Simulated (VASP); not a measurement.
A run of VASP 6.6.1:

INCAR

```
SYSTEM = Be2VP3
ALGO     = Normal         ! electronic algorithm
EDIFF    = 1E-6           ! SCF threshold, eV
ENCUT    = 520            ! plane-wave cutoff, eV
GGA      = PE             ! functional
ISIF     = 2              ! what is computed and relaxed
ISMEAR   = 0              ! smearing method
LASPH    = .True.         ! aspherical terms in the spheres
LCHARG   = .True.         ! write CHGCAR
LELF     = .True.         ! ELF
LREAL    = .False.        ! projectors in reciprocal space
LVHAR    = .True.       
LWAVE    = .False.        ! write WAVECAR
NBANDS   = 25             ! bands
NELM     = 60             ! most SCF steps
PREC     = Accurate       ! precision mode
SIGMA    = 0.1            ! smearing width, eV
```

The input KPOINTS:

```
k-points
0
Gamma
  12 12 4
  0 0 0
```

File POSCAR:

```
Be2VP3
1.0
    3.1357507036      0.0000000000      0.0000000000
   -1.5678753518      2.7156397693      0.0000000000
    0.0000000000      0.0000000000      9.0147750491
Be V P
2 1 3
Direct
    0.3333333333      0.6666666667      0.6510235197
    0.6666666667      0.3333333333      0.3489764803
    0.0000000000      0.0000000000      0.0000000000
    0.0000000000      0.0000000000      0.5000000000
    0.3333333333      0.6666666667      0.1787375723
    0.6666666667      0.3333333333      0.8212624277
```

Potentials or basis: VASP PAW PBE potentials, release 64 (Be, V_sv, P).

Run with:

```console
$ cat potpaw_PBE.64/Be/POTCAR potpaw_PBE.64/V_sv/POTCAR potpaw_PBE.64/P/POTCAR > POTCAR
$ mpirun -np 1 vasp_std > vasp.out
```

Hardware: 1 thread of Intel(R) Xeon(R) 6975P-C (Granite Rapids), on a shared host.

**Question.** Estimate the wall time of this run.

**Answer.** Wall time 76 s on 1 thread of Intel(R) Xeon(R) 6975P-C (Granite Rapids) (shared host), peak memory 0.27 GiB. Counts: scf iterations 16, k points 69.
